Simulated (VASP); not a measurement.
A run of VASP 6.6.1 is set up as follows.

Contents of INCAR:

```
ALGO     = Normal         # electronic algorithm
EDIFF    = 1E-7           # SCF threshold, eV
EDIFFG   = -0.01          # ionic threshold
ENCUT    = 500            # plane-wave cutoff, eV
GGA      = CA             # functional
GGA_COMPAT= F            
IBRION   = 2              # ionic algorithm
ISIF     = 3              # what is computed and relaxed
ISMEAR   = -1             # smearing method
LASPH    = T              # aspherical terms in the spheres
LCHARG   = F              # write CHGCAR
LREAL    = F              # projectors in reciprocal space
LWAVE    = F              # write WAVECAR
NELM     = 120            # most SCF steps
NELMIN   = 4            
NSW      = 60             # ionic steps
PREC     = Accurate       # precision mode
PSTRESS  = 200.0        
SIGMA    = 0.05           # smearing width, eV
```

The input KPOINTS:

```
k-points
0
Gamma
  7 7 7
```

The input POSCAR:

```
BaPb
1.0
    0.0000000000      3.6184900000      3.6184900000
    3.6184900000      0.0000000000      3.6184900000
    3.6184900000      3.6184900000      0.0000000000
Ba Pb
1 1
Direct
    0.0000000000      0.0000000000      0.0000000000
    0.5000000000      0.5000000000      0.5000000000
```

Potentials or basis: VASP PAW LDA potentials, release 64 (Ba_sv, Pb_d).

Run with:

```console
$ cat potpaw_LDA.64/Ba_sv/POTCAR potpaw_LDA.64/Pb_d/POTCAR > POTCAR
$ mpirun -np 1 vasp_std > vasp.out
```

Q: Predict the relaxed cell.

A: a = 4.380 Å, b = 4.380 Å, c = 4.380 Å, α = 60.00°, β = 60.00°, γ = 60.00°.

Q: What does it give for the space group after relaxing (to 0.1 Å)?

A: Fm-3m (No. 225).

Q: What does it give for the band gap on the k mesh?

A: Zero (bands 12 and 13 overlap by 3.14 eV).

Final structure:
```yaml
crystal:
  lattice:
    - [0.00000, 3.09734, 3.09734]
    - [3.09734, 0.00000, 3.09734]
    - [3.09734, 3.09734, 0.00000]
  atoms:
    - { symbol: Ba, position: [0.00000, 0.00000, 0.00000] }
    - { symbol: Pb, position: [0.50000, 0.50000, 0.50000] }
```

Caveat: the cell is relaxed towards a set pressure, so the run minimises the enthalpy, not the energy; spin-orbit coupling is left out, which moves the levels of the heavy elements.
